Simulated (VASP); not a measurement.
Crystal: HfO2.

```xyz
12
Lattice="5.0803 0.0000 0.0000 0.0000 5.1649 0.0000 0.0000 0.0000 4.8909" Properties=species:S:1:pos:R:3 pbc="T T T"
Hf    1.1308    4.0379    1.3307
Hf    3.6710    3.7094    3.5602
Hf    3.9495    1.1270    1.3307
Hf    1.4093    1.4555    3.5602
O     0.9491    0.8452    0.5113
O     3.4892    1.7372    4.3796
O     4.1312    4.3196    0.5113
O     1.5911    3.4277    4.3796
O     0.0000    2.5824    2.3919
O     2.5402    0.0000    2.4990
O     0.0000    0.0000    2.8153
O     2.5402    2.5824    2.0756
```

| Quantity | Value |
| --- | --- |
| Program | VASP 6.6.1 |
| Task | relaxation of cell and atoms |
| Functional | BLYP |
| Dispersion | D3(BJ) |
| Potentials or basis | VASP PAW PBE potentials, release 64 (Hf_pv, O) |
| Cutoff | 600 eV |
| k mesh | 5 × 5 × 6 |
| Occupations | fermi-dirac, width 0.05 eV |
| Spin | no spin polarisation |

At the start: pressure 5.5 GPa; volume 10.69 Å³/atom.

**Question.** Where does the relaxation end?

**Answer.** Over 9 steps the energy falls by 4.0 meV/atom and the volume is 10.91 Å³/atom (+2.1 %); space group P2_12_12 (No. 18, to 0.1 Å) before and after.

The path:
| step | energy change (eV) | largest force (eV/Å) | pressure (GPa) | volume (Å³) |
| --- | --- | --- | --- | --- |
| 1 | 0.0000 | 0.1961 | 5.55 | 128.33 |
| 2 | 0.0698 | 0.2956 | -8.02 | 135.33 |
| 3 | -0.0468 | 0.0856 | -0.09 | 130.99 |
| 4 | -0.0468 | 0.0854 | 0.02 | 130.94 |
| 5 | -0.0471 | 0.0811 | 0.07 | 130.97 |
| 6 | -0.0474 | 0.0220 | 0.05 | 130.96 |
| 7 | -0.0475 | 0.0142 | -0.05 | 131.02 |
| 8 | -0.0475 | 0.0121 | -0.08 | 131.04 |
| 9 | -0.0476 | 0.0056 | 0.07 | 130.96 |

Final structure:
```xyz
12
Lattice="5.1118 0.0000 0.0000 0.0000 5.1968 0.0000 0.0000 0.0000 4.9300" Properties=species:S:1:pos:R:3 pbc="T T T"
Hf    1.1393    4.0613    1.3378
Hf    3.6952    3.7338    3.5921
Hf    3.9726    1.1354    1.3378
Hf    1.4167    1.4630    3.5921
O     0.9555    0.8507    0.5137
O     3.5114    1.7477    4.4163
O     4.1563    4.3461    0.5137
O     1.6004    3.4491    4.4163
O     0.0000    2.5984    2.4109
O     2.5559    0.0000    2.5191
O     0.0000    0.0000    2.8432
O     2.5559    2.5984    2.0868
```

Caveat: the PAW data sets were made with another functional, which shifts forces and pressure a little.
